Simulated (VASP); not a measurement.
Set up this calculation in VASP 6.6.1, as the native input.

- Task: single point
- Functional: HSE06
- Potentials or basis: VASP PAW PBE potentials, release 64 (I, Cu)
- Cutoff: 520 eV
- k mesh: 4 × 4 × 4
- Occupations: fermi-dirac, width 0.05 eV
- Spin: no spin polarisation
- Dipole correction: no
- Grid for exact exchange (PRECFOCK): Normal
- Further INCAR settings: ALGO = Normal; EDIFF = 1e-07; NBANDS = 16
- Share of exact exchange: 0.25
- Screening parameter: 0.2079 1/Å

The system is CuI.

```
I Cu
1.0
     0.00000    3.05293    3.05293
     3.05293    0.00000    3.05293
     3.05293    3.05293    0.00000
I Cu
1 1
Direct
  0.00000 0.00000 0.00000
  0.75000 0.75000 0.75000
```

These files were run (other wordings do the same):

POSCAR

```
CuI
1.0
    0.0000000000      3.0529271840      3.0529271840
    3.0529271840      0.0000000000      3.0529271840
    3.0529271840      3.0529271840      0.0000000000
I Cu
1 1
Direct
    0.0000000000      0.0000000000      0.0000000000
    0.7500000000      0.7500000000      0.7500000000
```

INCAR.step1

```
PREC     = Accurate       # precision mode
ENCUT    = 520            # plane-wave cutoff, eV
EDIFF    = 1E-5           # SCF threshold, eV
ISMEAR   = -1             # smearing method
SIGMA    = 0.05           # smearing width, eV
LREAL    = False          # projectors in reciprocal space
LASPH    = True           # aspherical terms in the spheres
NELM     = 80             # most SCF steps
ALGO     = Normal         # electronic algorithm
ISIF     = 2              # what is computed and relaxed
LWAVE    = True           # write WAVECAR
LCHARG   = False          # write CHGCAR
NBANDS   = 16             # bands
GGA      = PE             # functional
```

INCAR.step2

```
PREC     = Accurate       # precision mode
ENCUT    = 520            # plane-wave cutoff, eV
EDIFF    = 1E-7           # SCF threshold, eV
ISMEAR   = -1             # smearing method
SIGMA    = 0.05           # smearing width, eV
LREAL    = False          # projectors in reciprocal space
LASPH    = True           # aspherical terms in the spheres
NELM     = 80             # most SCF steps
ALGO     = Normal         # electronic algorithm
ISIF     = 2              # what is computed and relaxed
LWAVE    = False          # write WAVECAR
LCHARG   = False          # write CHGCAR
GGA      = PE             # functional
LHFCALC  = True           # exact exchange
HFSCREEN = 0.2079         # screening, 1/A
PRECFOCK = Normal       
NBANDS   = 16             # bands
ISTART   = 1
```

KPOINTS

```
regular mesh
0
Gamma
  4 4 4
```

Potentials or basis: VASP PAW PBE potentials, release 64 (I, Cu).

Launch:

```sh
$ cat potpaw_PBE.64/I/POTCAR potpaw_PBE.64/Cu/POTCAR > POTCAR
$ cp INCAR.step1 INCAR
$ mpirun -np 1 vasp_std > vasp.out
$ cp INCAR.step2 INCAR
$ mpirun -np 1 vasp_std > vasp.out
```

It gave:

* Pressure: -0.1 GPa
* Band gap on the k mesh: 2.55 eV

Caveat: the k points lie up to 0.45 Å⁻¹ apart; the PAW data sets were made with another functional, which shifts forces and pressure a little; spin-orbit coupling is left out, which moves the levels of the heavy elements.

It took 10 min on 1 thread of AMD EPYC 7R13 Processor (Zen 3), with other jobs on the host, peak memory 0.26 GiB.
